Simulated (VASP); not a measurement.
## Na: electric field gradients with PBEsol

Na:

```
Na
1.0
    -2.11750    2.11750    2.11750
     2.11750   -2.11750    2.11750
     2.11750    2.11750   -2.11750
Na
1
Direct
  0.00000 0.00000 0.00000
```

```yaml
Program: VASP 6.6.1
Task: electric field gradients
Functional: PBEsol
Potentials_or_basis: VASP PAW PBE potentials, release 64 (Na_pv)
Cutoff: 520 eV
k_mesh: 11 × 11 × 11
Occupations: fermi-dirac, width 0.03 eV
Spin: no spin polarisation
Dipole_correction: no
Further_INCAR_settings: ALGO = Normal; EDIFF = 1e-08; NBANDS = 10
```

The pressure is -0.3 GPa.

Levels at points of the mesh, in eV from the Fermi level:
```
           k point  band 1  band 2  band 3  band 4  band 5  band 6  band 7  band 8
(0.00, 0.00, 0.00)  -24.81  -24.81  -24.81   -3.24   11.57   11.57   11.57   12.56
```

Run time: 7 s on 1 thread of Intel(R) Xeon(R) 6975P-C (Granite Rapids), on a shared host, peak memory 0.15 GiB.

Caveat: without QUAD_EFG the Cq values of the log hold for a quadrupole moment of 1 mb, not for the nuclei; the PAW data sets were made with another functional, which shifts forces and pressure a little.
